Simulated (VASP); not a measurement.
Crystal: Sb.

```
Sb
1.0
    -1.89413    1.89413    1.89413
     1.89413   -1.89413    1.89413
     1.89413    1.89413   -1.89413
Sb
1
Direct
  0.00000 0.00000 0.00000
```

| Property | Result |
| --- | --- |
| Program | VASP 6.6.1 |
| Task | relaxation of cell and atoms |
| Functional | PBEsol |
| Potentials or basis | VASP PAW PBE potentials, release 64 (Sb) |
| Cutoff | 600 eV |
| k mesh | 12 × 12 × 12 |
| Occupations | fermi-dirac, width 0.1 eV |
| Spin | no spin polarisation |

At the start: pressure -2.9 GPa; volume 27.18 Å³/atom.

Problem. How do energy, volume and symmetry change on relaxing?

Solution. Over 3 steps the energy falls by 11.1 meV/atom and the volume is 25.99 Å³/atom (-4.4 %); space group Im-3m (No. 229, to 0.05 Å).

Step by step:
| step | energy change (eV) | largest force (eV/Å) | pressure (GPa) | volume (Å³) |
| --- | --- | --- | --- | --- |
| 1 | 0.0000 | 0.0000 | -2.86 | 27.18 |
| 2 | -0.0072 | 0.0000 | 1.93 | 25.32 |
| 3 | -0.0111 | 0.0000 | 0.00 | 25.99 |

Final structure:
```
CELL_PARAMETERS angstrom
-1.86591 1.86591 1.86591
1.86591 -1.86591 1.86591
1.86591 1.86591 -1.86591
ATOMIC_POSITIONS crystal
Sb 0.00000 0.00000 0.00000
```

Caveat: the PAW data sets were made with another functional, which shifts forces and pressure a little.
